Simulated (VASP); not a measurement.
Write the native input for VASP 6.6.1 that does the following.

```
Task                   : single point
Functional             : PBE
Potentials or basis    : VASP PAW PBE potentials, release 64 (Mg)
Cutoff                 : 520 eV
k mesh                 : 20 × 20 × 20
Occupations            : gaussian, width 0.15 eV
Spin                   : no spin polarisation
Dipole correction      : no
Further INCAR settings : ALGO = Fast; EDIFF = 1e-07; NBANDS = 7
```

The structure of Mg lies in POSCAR:

```
Mg
1.0
   -1.7724080398      1.7724080398      1.9748170379
    1.7724080398     -1.7724080398      1.9748170379
    1.7724080398      1.7724080398     -1.9748170379
Mg
1
Direct
    0.0000000000      0.0000000000      0.0000000000
```

One way to write it, as run:

INCAR

```
SYSTEM = Mg
ALGO = Fast
EDIFF = 1E-7
ENCUT = 520
GGA = PE
ISIF = 2
ISMEAR = 0
LASPH = .True.
LCHARG = .True.
LELF = .True.
LREAL = .False.
LVHAR = .True.
LWAVE = .False.
NBANDS = 7
NELM = 60
PREC = Accurate
SIGMA = 0.15
```

KPOINTS

```
k-points
0
Gamma
  20 20 20
  0 0 0
```

Potentials or basis: VASP PAW PBE potentials, release 64 (Mg).

Command:

```sh
$ cat potpaw_PBE.64/Mg/POTCAR > POTCAR
$ mpirun -np 1 vasp_std > vasp.out
```

It gave:

```
Pressure               : -2.4 GPa
Band gap on the k mesh : zero (bands 1 and 2 overlap by 3.53 eV)
```

Wall time 19 s on 1 thread of Intel(R) Xeon(R) 6975P-C (Granite Rapids), with other jobs on the host, peak memory 0.23 GiB.
